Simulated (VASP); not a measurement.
Here is a VASP 6.6.1 calculation.

Contents of INCAR:

```
PREC = Accurate
ENCUT = 520
EDIFF = 1E-6
ISMEAR = 0
SIGMA = 0.01
LREAL = False
LASPH = True
NELM = 80
ALGO = Normal
ISIF = 2
LWAVE = False
LCHARG = False
GGA = PS
NBANDS = 11
```

KPOINTS

```
Automatic mesh
0
Gamma
  6 6 6
```

Contents of POSCAR:

```
MgS
1.0
    0.0000000000      2.6000000000      2.6000000000
    2.6000000000      0.0000000000      2.6000000000
    2.6000000000      2.6000000000      0.0000000000
Mg S
1 1
Direct
    0.0000000000      0.0000000000      0.0000000000
    0.5000000000      0.5000000000      0.5000000000
```

Potentials or basis: VASP PAW PBE potentials, release 64 (Mg, S).

Run with:

```sh
$ cat potpaw_PBE.64/Mg/POTCAR potpaw_PBE.64/S/POTCAR > POTCAR
$ mpirun -np 1 vasp_std > vasp.out
```

(1) Predict the pressure.

(2) Predict the band gap on the k mesh.

## Answers

(1) -1.0 GPa.

(2) 2.71 eV, indirect (least direct gap 3.61 eV).

Caveat: the PAW data sets were made with another functional, which shifts forces and pressure a little.
